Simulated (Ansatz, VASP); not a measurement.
SiW6: VASP beside Ansatz

File INCAR:

```
SYSTEM = SiW6
ALGO = Normal
DIPOL = 0.5 0.5 0.323
EDIFF = 1E-6
ENCUT = 520
GGA = PE
IDIPOL = 3
ISIF = 2
ISMEAR = 0
IVDW = 12
LASPH = .True.
LCHARG = .False.
LDIPOL = .True.
LREAL = .False.
LWAVE = .False.
NBANDS = 53
NELM = 80
PREC = Accurate
SIGMA = 0.1
```

The input KPOINTS:

```
k-points
0
Gamma
  6 6 1
  0 0 0
```

The input POSCAR:

```
SiW6
1.0
    4.4682526257      0.0000000000      0.0000000000
   -2.2341263128      3.8696202844      0.0000000000
    0.0000000000      0.0000000000     21.6259061357
W Si
6 1
Direct
    0.6666666667      0.3333333333      0.1849633479
    0.3333333333      0.6666666667      0.2271386095
    0.0000000000      0.0000000000      0.2693138710
    0.6666666667      0.3333333333      0.3085097946
    0.3333333333      0.6666666667      0.3483008428
    0.0000000000      0.0000000000      0.3849968683
    0.8888888889      0.2222222222      0.5375916303
```

Input for Ansatz:

```yaml
crystal:
  lattice:
    - [4.4682526257, 0.0, 0.0]
    - [-2.2341263128, 3.8696202844, 0.0]
    - [0.0, 0.0, 21.6259061357]
  atoms:
    - { symbol: W, position: [0.6666666667, 0.3333333333, 0.1849633479] }
    - { symbol: W, position: [0.3333333333, 0.6666666667, 0.2271386095] }
    - { symbol: W, position: [0.0, 0.0, 0.269313871] }
    - { symbol: W, position: [0.6666666667, 0.3333333333, 0.3085097946] }
    - { symbol: W, position: [0.3333333333, 0.6666666667, 0.3483008428] }
    - { symbol: W, position: [0.0, 0.0, 0.3849968683] }
    - { symbol: Si, position: [0.8888888889, 0.2222222222, 0.5375916303] }
basis:
  ecutwfc: 420
kpoints:
  mp_grid: { grid: [6, 6, 1] }
hamiltonian:
  xc: pbe
  pseudopotentials: { kind: paw, azcp: { folder: soft_1 } }
  dispersion: d3bj
scf:
  occupations: { method: gaussian, width: 0.1 }
output:
  forces: true
  eigenvalues: true
efield:
  axis: 3
  dipole_correction: true
  ramp_width: 0.04
```

Alike in both runs: task single point; functional PBE; dispersion D3(BJ); k mesh 6 × 6 × 1; occupations gaussian, width 0.1 eV; no spin polarisation.

```csv
,VASP,Ansatz
version,VASP 6.6.1,Ansatz 0.2.0
potentials or method,"VASP PAW PBE potentials, release 64 (W_sv, Si), cutoff 520 eV","scalar-relativistic, plane waves, PAW"
valence electrons in the cell,88,88
```

|  | VASP | Ansatz | Ansatz less VASP |
| --- | --- | --- | --- |
| gap on the k mesh at the Fermi level (eV) | none | none | - |
| rms of the force components (eV/Å) | 0.876 | 0.865 | -0.0103 |

Atom by atom the forces differ by 0.021 eV/Å (rms over components). A gap of «none» marks a metal or a gap that the smearing closes. Ansatz's warnings: dispersion switch in reach, vacuum below fermi.

Neither program's run includes spin-orbit coupling.
